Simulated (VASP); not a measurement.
# SnO in VASP: further runs

SnO is run at these levels: PBEsol; tasks: electric field gradients.

All numbers are computed with VASP 6.6.1; they aren't measurements. Logs are shortened: lines on timing, memory, paths and dates and some standing lists are left out, and cuts for length are marked.

## (1) The cell of the first run

Symmetry: P4/nmm, No. 129, tetragonal system. Conventional cell: a = 3.688 Å, b = 3.688 Å, c = 4.836 Å, α = 90.00°, β = 90.00°, γ = 90.00°. Within 2.9 Å of Sn (site symmetry 4mm) lie 4 O at 2.17 Å. O (site symmetry -4m2) has 4 Sn at 2.17 Å and 4 O at 2.61 Å within 2.9 Å.

## (2) Electric field gradients, PBEsol (equal xx and yy strain of -3 %)

INCAR reads:

```
SYSTEM = SnO
PREC = Accurate
ENCUT = 520
EDIFF = 1E-8
ISMEAR = -1
SIGMA = 0.01
LREAL = .FALSE.
LASPH = .TRUE.
NELM = 100
ALGO = Normal
ISIF = 2
LWAVE = .FALSE.
LCHARG = .FALSE.
GGA = PS
LEFG = .TRUE.
NBANDS = 28
```

KPOINTS reads:

```
regular mesh
0
G
  8 8 6
  0 0 0
```

POSCAR reads:

```
SnO
1.0
    3.6879400000      0.0000000000      0.0000000000
    0.0000000000      3.6879400000      0.0000000000
    0.0000000000      0.0000000000      4.8360000000
Sn O
2 2
Direct
    0.0000000000      0.5000000000      0.2385000000
    0.5000000000      0.0000000000      0.7615000000
    0.0000000000      0.0000000000      0.0000000000
    0.5000000000      0.5000000000      0.0000000000
```

Potentials or basis: VASP PAW PBE potentials, release 64 (Sn_d, O).

Run with:

```console
$ cat potpaw_PBE.64/Sn_d/POTCAR potpaw_PBE.64/O/POTCAR > POTCAR
$ mpirun -np 1 vasp_std > vasp.out
```

OUTCAR:

```text
SYSTEM = SnO
   PREC = Accurate
   ENCUT = 520
   EDIFF = 1E-8
   ISMEAR = -1
   LREAL = .FALSE.
   LASPH = .TRUE.
   NELM = 100
   ISIF = 2
   GGA = PS

 ion  position               nearest neighbor table
   1  0.000  0.500  0.239-   3 2.17   4 2.17   3 2.17   4 2.17   2 3.48   2 3.48   2 3.48   2 3.48
                             2 3.63   2 3.63   2 3.63   2 3.63
   2  0.500  0.000  0.761-   3 2.17   4 2.17   4 2.17   3 2.17   1 3.48   1 3.48   1 3.48   1 3.48
                             1 3.63   1 3.63   1 3.63   1 3.63
   3  0.000  0.000  0.000-   1 2.17   2 2.17   1 2.17   2 2.17
   4  0.500  0.500  0.000-   1 2.17   2 2.17   2 2.17   1 2.17

  LATTYP: Found a simple tetragonal cell.
 ALAT       =     3.6879400000
 C/A-ratio  =     1.3113011600

  Lattice vectors:

 A1 = (   3.6879400000,   0.0000000000,   0.0000000000)
 A2 = (   0.0000000000,   3.6879400000,   0.0000000000)
 A3 = (   0.0000000000,   0.0000000000,   4.8360000000)

Analysis of symmetry for initial positions (statically):
=====================================================================
 Subroutine PRICEL returns:
 Original cell was already a primitive cell.

 Routine SETGRP: Setting up the symmetry group for a
 simple tetragonal supercell.

 Subroutine GETGRP returns: Found 16 space group operations
 (whereof  8 operations were pure point group operations)
 out of a pool of 16 trial point group operations.

The static configuration has the point symmetry D_2d.
 The point group associated with its full space group is D_4h.

Analysis of symmetry for dynamics (positions and initial velocities):
=====================================================================
 Subroutine PRICEL returns:
 Original cell was already a primitive cell.

 Routine SETGRP: Setting up the symmetry group for a
 simple tetragonal supercell.

 Subroutine GETGRP returns: Found 16 space group operations
 (whereof  8 operations were pure point group operations)
 out of a pool of 16 trial point group operations.

The dynamic configuration has the point symmetry D_2d.
 The point group associated with its full space group is D_4h.

 Subroutine INISYM returns: Found 16 space group operations
 (whereof  8 operations are pure point group operations),
 and found     1 'primitive' translations

[... 140 lines left out ...]
  ext. energy  EPLUGINS =         0.00000000
  ---------------------------------------------------
  free energy    TOTEN  =       -24.09343409 eV

  energy without entropy =      -24.09329918  energy(sigma->0) =      -24.09336664

 E-fermi :   8.1264     XC(G=0): -10.8022

 val. band max:        8.1161470099   @ k =   0.1250   0.0000   0.0000
 cond. band min:       8.1547959665   @ k =   0.0000   0.0000   0.0000
 fundamental gap:      0.0386489565
 Fermi energy:         8.1264100377

 k-point     1 :       0.0000    0.0000    0.0000
  band No.  band energies     occupation
      1     -14.3053      2.00000
      2     -13.7262      2.00000
      3     -13.7166      2.00000
      4     -13.7166      2.00000
      5     -13.6432      2.00000
      6     -13.6429      2.00000
[... 733 lines left out ...]
     27      16.6119      0.00000
     28      16.6119      0.00000

 [... further k-points ...]
[... 5 lines left out ...]
  --------------------------------------------------------------------------------------
  -------------------------------------------------------------------------------------
  Total        3.7174522      3.7174522      1.8660983      0.0000000      0.0000000      0.0000000
  in kB       90.5528229     90.5528229     45.4559893      0.0000000      0.0000000      0.0000000
  external PRESSURE =      75.5205450 kB  Pullay stress =       0.0000000 kB

 VOLUME and BASIS-vectors are now :
 -----------------------------------------------------------------------------
  energy-cutoff  :      520.00
  volume of cell :       65.77
      direct lattice vectors                 reciprocal lattice vectors
     3.687940000  0.000000000  0.000000000     0.271154086  0.000000000  0.000000000
     0.000000000  3.687940000  0.000000000     0.000000000  0.271154086  0.000000000
     0.000000000  0.000000000  4.836000000     0.000000000  0.000000000  0.206782465

 POSITION                                       TOTAL-FORCE (eV/Angst)
 -----------------------------------------------------------------------------------
      0.00000      1.84397      1.15339        -0.000000     -0.000000      0.941543
      1.84397      0.00000      3.68261         0.000000     -0.000000     -0.941543
      0.00000      0.00000      0.00000        -0.000000      0.000000      0.000000
      1.84397      1.84397      0.00000        -0.000000     -0.000000      0.000000
 -----------------------------------------------------------------------------------
    total drift:                                0.000000      0.000000      0.000000

  FREE ENERGIE OF THE ION-ELECTRON SYSTEM (eV)
  ---------------------------------------------------
  free  energy   TOTEN  =       -24.0934340939 eV

  energy  without entropy=      -24.0932991787  energy(sigma->0) =      -24.09336664

 Electric field gradients (V/A^2)
---------------------------------------------------------------------
 ion       V_xx      V_yy      V_zz      V_xy      V_xz      V_yz
---------------------------------------------------------------------
   1      89.941    89.941  -179.882     0.000    -0.000    -0.000
   2      89.941    89.941  -179.882     0.000     0.000    -0.000
   3      -5.447    -5.447    10.893     0.000    -0.000    -0.000
   4      -5.447    -5.447    10.893     0.000    -0.000    -0.000
---------------------------------------------------------------------

 Electric field gradients after diagonalization (V/A^2)
 (convention: |V_zz| > |V_xx| > |V_yy|)
----------------------------------------------------------------------
 ion       V_xx      V_yy      V_zz     asymmetry (V_yy - V_xx)/ V_zz
----------------------------------------------------------------------
   1      89.941    89.941  -179.882       0.000
   2      89.941    89.941  -179.882       0.000
   3      -5.447    -5.447    10.893       0.000
   4      -5.447    -5.447    10.893       0.000
----------------------------------------------------------------------

           NMR quadrupolar parameters

 Cq : quadrupolar parameter    Cq=e*Q*V_zz/h
 eta: asymmetry parameters     (V_yy - V_xx)/ V_zz
 Q  : nuclear electric quadrupole moment in mb (millibarn)
----------------------------------------------------------------------
 ion       Cq(MHz)       eta       Q (mb)
----------------------------------------------------------------------
   1      -0.435       0.000       1.000
   2      -0.435       0.000       1.000
   3       0.026       0.000       1.000
   4       0.026       0.000       1.000
----------------------------------------------------------------------
```

stdout:

```text
POSCAR found type information on POSCAR SnO
 POSCAR found :  2 types and       4 ions
 scaLAPACK will be used
 -----------------------------------------------------------------------------
|                                                                             |
|                                                                             |
|     You enforced a specific xc type in the INCAR file but a different       |
|     I HOPE YOU KNOW WHAT YOU ARE DOING!                                     |
|                                                                             |
 -----------------------------------------------------------------------------

 LDA part: xc-table for (Slater+PW92), standard interpolation
 POSCAR, INCAR and KPOINTS ok, starting setup
 FFT: planning ... GRIDC
 FFT: planning ... GRID_SOFT
 FFT: planning ... GRID
 WAVECAR not read
 entering main loop
ion   1

ion   2

ion   3

ion   4
```

It took 65 s on 1 thread of Intel Xeon Platinum 8488C (Sapphire Rapids), shared host; peak memory 0.22 GiB.

Results:

```yaml
Free_energy: -24.0934 eV
Pressure: 7.6 GPa
Largest_force: 0.942 eV/Å
Band_gap_on_the_k_mesh: zero (band 20 reaches 8.15 eV, above the bottom of band 21 at 7.78 eV)
```

Forces on the atoms (eV/Å):
```
Sn   0.000  0.000  0.942
Sn   0.000  0.000 -0.942
O    0.000  0.000  0.000
O    0.000  0.000  0.000
```

Stress tensor (GPa, compression positive):
```
9.06 0.00 0.00
0.00 9.06 0.00
0.00 0.00 4.55
```

Electric field gradients, principal values (V/Å²):
| atom | least | middle | greatest (by size) |
| --- | --- | --- | --- |
| 1 Sn | 89.941 | 89.941 | -179.882 |
| 2 Sn | 89.941 | 89.941 | -179.882 |
| 3 O | -5.447 | -5.447 | 10.893 |
| 4 O | -5.447 | -5.447 | 10.893 |

Caveat: the cell differs from its parent crystal (equal xx and yy strain of -3 %); without QUAD_EFG the Cq values of the log hold for a quadrupole moment of 1 mb, not for the nuclei; the PAW data sets were made with another functional, which shifts forces and pressure a little; spin-orbit coupling is left out, which moves the levels of the heavy elements.

(Part 1 of 4 ends here.)
